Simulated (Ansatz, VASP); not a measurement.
Mg: VASP beside Ansatz

```xyz
1
Lattice="-1.7793 1.7793 1.7793 1.7793 -1.7793 1.7793 1.7793 1.7793 -1.7793" Properties=species:S:1:pos:R:3 pbc="T T T"
Mg    0.0000    0.0000    0.0000
```

Alike in both runs: task single point; functional r2SCAN; k mesh 18 × 18 × 18; occupations gaussian, width 0.05 eV; no spin polarisation.

|  | VASP | Ansatz |
| --- | --- | --- |
| version | VASP 6.6.1 | Ansatz 0.2.0 |
| potentials or method | VASP PAW PBE potentials, release 64 (Mg), cutoff 520 eV | scalar-relativistic, plane waves, PAW |
| valence electrons in the cell | 2 | 10 |

Ansatz gave:

* gap on the k mesh at the Fermi level (eV): none
* pressure (GPa): 0.0

**Question.** What did VASP give for the same quantities?

**Answer.** gap on the k mesh at the Fermi level (eV): none; pressure (GPa): -0.3.

VASP's potentials were made for PBE, not for r2SCAN. A gap of «none» marks a metal or a gap that the smearing closes. VASP's potentials hold 2 valence electrons a cell and Ansatz's 10, so a difference there can come from the potentials and not from the codes.
